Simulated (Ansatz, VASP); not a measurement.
**Ag in VASP and in Ansatz**

INCAR

```
SYSTEM = Ag
  PREC = Accurate
  ENCUT = 520
  EDIFF = 1E-6
  ISMEAR = 0
  SIGMA = 0.15
  LREAL = .FALSE.
  LASPH = .TRUE.
  NELM = 60
  ALGO = Fast
  ISIF = 2
  LWAVE = .FALSE.
  LCHARG = .FALSE.
  GGA = PS
  NBANDS = 12
```

The input KPOINTS:

```
regular mesh
0
G
  20 20 20
  0 0 0
```

Contents of POSCAR:

```
Ag
1.0
   -1.6970453500      1.6970453500      1.6970453500
    1.6970453500     -1.6970453500      1.6970453500
    1.6970453500      1.6970453500     -1.6970453500
Ag
1
Direct
    0.0000000000      0.0000000000      0.0000000000
```

Input for Ansatz:

```yaml
crystal:
  lattice:
    - [-1.69704535, 1.69704535, 1.69704535]
    - [1.69704535, -1.69704535, 1.69704535]
    - [1.69704535, 1.69704535, -1.69704535]
  atoms:
    - { symbol: Ag, position: [0.0, 0.0, 0.0] }
basis:
  ecutwfc: 420
kpoints:
  mp_grid: { grid: [20, 20, 20] }
hamiltonian:
  xc: pbesol
scf:
  occupations: { method: gaussian, width: 0.15 }
output:
  forces: true
  stress: true
  eigenvalues: true
```

Change from the starting cell: strain +0.025 along x and y, +0.025 along z, atoms carried along.

Alike in both runs: task single point; functional PBEsol; k mesh 20 × 20 × 20; occupations gaussian, width 0.15 eV; no spin polarisation.

|  | VASP | Ansatz |
| --- | --- | --- |
| version | VASP 6.6.1 | Ansatz 0.2.0 |
| potentials or method | VASP PAW PBE potentials, release 64 (Ag), cutoff 520 eV | scalar-relativistic, plane waves, PAW |
| valence electrons in the cell | 11 | 19 |

|  | VASP | Ansatz | Ansatz less VASP |
| --- | --- | --- | --- |
| gap on the k mesh at the Fermi level (eV) | none | none | - |
| pressure (GPa) | -11.3 | -11.3 | +0.01 |

VASP's potentials were made for PBE, not for PBEsol. A gap of «none» marks a metal or a gap that the smearing closes. VASP's potentials hold 11 valence electrons a cell and Ansatz's 19, so a difference there can come from the potentials and not from the codes.
